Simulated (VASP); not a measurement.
# ZnO (zincite): single point with revPBE

Crystal: ZnO (zincite).

```xyz
4
Lattice="3.2275 0.0000 0.0000 -1.6137 2.7951 0.0000 0.0000 0.0000 5.1708" Properties=species:S:1:pos:R:3 pbc="T T T"
Zn    1.6137    0.9317    0.0000
Zn    0.0000    1.8634    2.5854
O     0.0000    1.8634    4.5452
O     1.6137    0.9317    1.9598
```

```
Program                : VASP 6.6.1
Task                   : single point
Functional             : revPBE
Potentials or basis    : VASP PAW PBE potentials, release 64 (Zn, O)
Cutoff                 : 520 eV
k mesh                 : 9 × 9 × 5
Occupations            : fermi-dirac, width 0.05 eV
Spin                   : no spin polarisation
Dipole correction      : no
Further INCAR settings : ALGO = Normal; EDIFF = 1e-06; NBANDS = 26
```

The pressure is 12.8 GPa. The largest force is 0.086 eV/Å and the band gap on the k mesh is 0.88 eV, direct.

Forces in eV/Å, atoms in the order of the input:
```
Zn   0.000  0.000 -0.086
Zn   0.000  0.000 -0.086
O    0.000  0.000  0.086
O    0.000  0.000  0.086
```

Stress tensor (GPa, compression positive):
```
12.18  0.00  0.00
 0.00 12.18  0.00
 0.00  0.00 14.01
```

Levels at points of the mesh, in eV from the valence-band top:
| k point | band 14 | band 15 | band 16 | band 17 | band 18 | band 19 | band 20 | band 21 | band 22 | band 23 |
| --- | --- | --- | --- | --- | --- | --- | --- | --- | --- | --- |
| (0.00, 0.00, 0.00) | -0.83 | -0.83 | -0.08 | 0.00 | 0.00 | 0.88 | 5.36 | 8.41 | 13.03 | 13.03 |

Wall time 47 s on 1 thread of Intel(R) Xeon(R) Platinum 8259CL CPU @ 2.50GHz (Skylake/Cascade Lake), on a shared host, peak memory 0.18 GiB.

Caveat: the PAW data sets were made with another functional, which shifts forces and pressure a little.
